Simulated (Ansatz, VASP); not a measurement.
One calculation of WSe2, two programs

```
W Se
1.0
     3.27889    0.00000    0.00000
    -1.63945    2.83960    0.00000
     0.00000    0.00000   12.83446
W Se
2 4
Direct
  0.33333 0.66667 0.25000
  0.66667 0.33333 0.75000
  0.33333 0.66667 0.61868
  0.66667 0.33333 0.11868
  0.33333 0.66667 0.88132
  0.66667 0.33333 0.38132
```

Alike in both runs: functional PBE; dispersion D4; k mesh 9 × 9 × 2; occupations gaussian, width 0.02 eV; no spin polarisation.

Ansatz relaxed the structure, and its values are those at the end. VASP's run is a single point on that final structure, the one shown.

|  | VASP | Ansatz |
| --- | --- | --- |
| version | VASP 6.6.1 | Ansatz 0.2.0 |
| potentials or method | VASP PAW PBE potentials, release 64 (W_sv, Se), cutoff 520 eV | scalar-relativistic, plane waves, PAW |
| valence electrons in the cell | 52 | 92 |

|  | VASP | Ansatz | Ansatz less VASP |
| --- | --- | --- | --- |
| gap on the k mesh at the Fermi level (eV) | 1.01 | 1.01 | +0.005 |
| least direct gap on the mesh (eV) | 1.57 | 1.57 | +0.003 |
| pressure (GPa) | 0.3 | 0.0 | -0.32 |
| rms of the force components (eV/Å) | 0.020 | 0.000 | -0.0195 |

VASP's potentials hold 52 valence electrons a cell and Ansatz's 92, so a difference there can come from the potentials and not from the codes.

Spin-orbit coupling is off throughout.
